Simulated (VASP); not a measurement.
**SnO: single point with HSE06**

Crystal: SnO.

```
Sn O
1.0
     0.00000    2.72176    2.72176
     2.72176    0.00000    2.72176
     2.72176    2.72176    0.00000
Sn O
1 1
Direct
  0.00000 0.00000 0.00000
  0.25000 0.25000 0.25000
```

This cell differs from its parent crystal: strain +0.5%.

* Program: VASP 6.6.1
* Task: single point
* Functional: HSE06
* Potentials or basis: VASP PAW PBE potentials, release 64 (Sn_d, O)
* Cutoff: 520 eV
* k mesh: 6 × 6 × 6
* Occupations: fermi-dirac, width 0.02 eV
* Spin: no spin polarisation
* Dipole correction: no
* Grid for exact exchange (PRECFOCK): Normal
* Further INCAR settings: ALGO = Normal; EDIFF = 1e-07; NBANDS = 17
* Share of exact exchange: 0.25
* Screening parameter: 0.2079 1/Å

The pressure is -0.6 GPa and the band gap on the k mesh is zero (bands 10 and 11 overlap by 0.16 eV).

Levels at points of the mesh, in eV from the Fermi level:
```
           k point  band 6  band 7  band 8  band 9  band 10  band 11  band 12  band 13  band 14  band 15
(0.00, 0.00, 0.00)  -21.14   -6.93   -4.35   -4.35    -4.35     5.22     5.22     5.22     9.74    12.25
(0.50, 0.00, 0.00)  -20.52   -8.85   -4.79   -4.79    -2.59     2.14     5.35     5.35     9.22    11.92
(0.50, 0.50, 0.00)  -20.35   -8.66   -5.57   -5.57    -0.32    -0.18     6.06     6.08     6.08    11.01
```

It took 110 min on 1 thread of Oxide Virtual Turin-like Processor (shared host), peak memory 0.26 GiB.

Caveat: the cell differs from its parent crystal (strain +0.5%); the structure was generated, so it needn't be the stable form of SnO; the PAW data sets were made with another functional, which shifts forces and pressure a little; spin-orbit coupling is left out, which moves the levels of the heavy elements.
